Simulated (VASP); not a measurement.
WC, 2 atoms in the cell. The structure is hexagonal, space group P-6m2 (No. 187). Conventional cell: a = 2.912 Å, b = 2.912 Å, c = 2.837 Å, α = 90.00°, β = 90.00°, γ = 120.00°. W (site symmetry -6m2) has 6 C at 2.20 Å and 8 W at 2.84 to 2.91 Å within 3.0 Å. C (site symmetry -6m2) has 6 W at 2.20 Å and 8 C at 2.84 to 2.91 Å within 3.0 Å. 

| Property | Result |
| --- | --- |
| Program | VASP 6.6.1 |
| Task | single point |
| Functional | r2SCAN |
| Potentials or basis | VASP PAW PBE potentials, release 64 (W_sv, C_h) |
| Cutoff | 1430 eV |
| k mesh | 14 × 14 × 12 |
| Occupations | gaussian, width 0.025 eV |
| Spin | no spin polarisation |
| Dipole correction | no |
| Further INCAR settings | ALGO = Normal; EDIFF = 1e-06; NBANDS = 16 |

Potentials or basis: VASP PAW PBE potentials, release 64 (W_sv, C_h).

Launch:

```console
$ cat potpaw_PBE.64/W_sv/POTCAR potpaw_PBE.64/C_h/POTCAR > POTCAR
$ cp INCAR.step1 INCAR
$ mpirun -np 1 vasp_std > vasp.out
$ cp INCAR.step2 INCAR
$ mpirun -np 1 vasp_std > vasp.out
```

Hardware: 1 thread of Intel(R) Xeon(R) Platinum 8259CL CPU @ 2.50GHz (Skylake/Cascade Lake), with other jobs on the host.

Question: Estimate the wall time of this run.

Answer: Wall time 7.4 min on 1 thread of Intel(R) Xeon(R) Platinum 8259CL CPU @ 2.50GHz (Skylake/Cascade Lake), with other jobs on the host, peak memory 0.42 GiB. Counts: k points 168.
